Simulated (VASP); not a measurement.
Write the native input for VASP 6.6.1 that does the following.

```
Task                   : single point
Functional             : PBEsol
Potentials or basis    : VASP PAW PBE potentials, release 64 (Ta_pv, Si)
Cutoff                 : 520 eV
k mesh                 : 12 × 12 × 6
Occupations            : gaussian, width 0.15 eV
Spin                   : no spin polarisation
Dipole correction      : no
Further INCAR settings : ALGO = Normal; EDIFF = 1e-06; NBANDS = 38
```

The structure of TaSi2 lies in POSCAR:

```
TaSi2
1.0
    4.7609902391      0.0000000000      0.0000000000
   -2.3804951195      4.1231384942      0.0000000000
    0.0000000000      0.0000000000      6.5561430408
Ta Si
3 6
Direct
    0.4942376476      0.0000000000      0.0005521434
    0.5057623524      0.5057623524      0.6672188101
    0.0000000000      0.4942376476      0.3338854768
    0.1592827538      0.3185655077      0.0362491707
    0.8466469536      0.1652124612      0.6268601100
    0.6814344923      0.8407172462      0.3695825041
    0.8347875388      0.6814344923     -0.0398065567
    0.1592827538      0.8407172462      0.7029158374
    0.3185655077      0.1533530464      0.2935267766
```

This cell differs from its parent crystal: atoms displaced along a vibrational mode.

One way to write it, as run:

INCAR

```
ALGO = Normal ; EDIFF = 1E-6
ENCUT = 520 ; GGA = PS
ISIF = 2 ; ISMEAR = 0
LASPH = True ; LCHARG = False
LREAL = False ; LWAVE = False
NBANDS = 38 ; NELM = 60
PREC = Accurate ; SIGMA = 0.15
```

KPOINTS

```
k-points
0
Gamma
  12 12 6
```

Potentials or basis: VASP PAW PBE potentials, release 64 (Ta_pv, Si).

The run is started by

```console
$ cat potpaw_PBE.64/Ta_pv/POTCAR potpaw_PBE.64/Si/POTCAR > POTCAR
$ mpirun -np 1 vasp_std > vasp.out
```

Results of the run:

The pressure is 11.8 GPa and the largest force is 5.158 eV/Å. The band gap on the k mesh is zero (an odd number of electrons rules out a gap without spin polarisation).

Caveat: the cell differs from its parent crystal (atoms displaced along a vibrational mode); the cell stands under pressure; the PAW data sets were made with another functional, which shifts forces and pressure a little; spin-orbit coupling is left out, which moves the levels of the heavy elements.

It took 4.3 min on 1 thread of Intel(R) Xeon(R) 6975P-C (Granite Rapids) (shared host), peak memory 0.64 GiB.
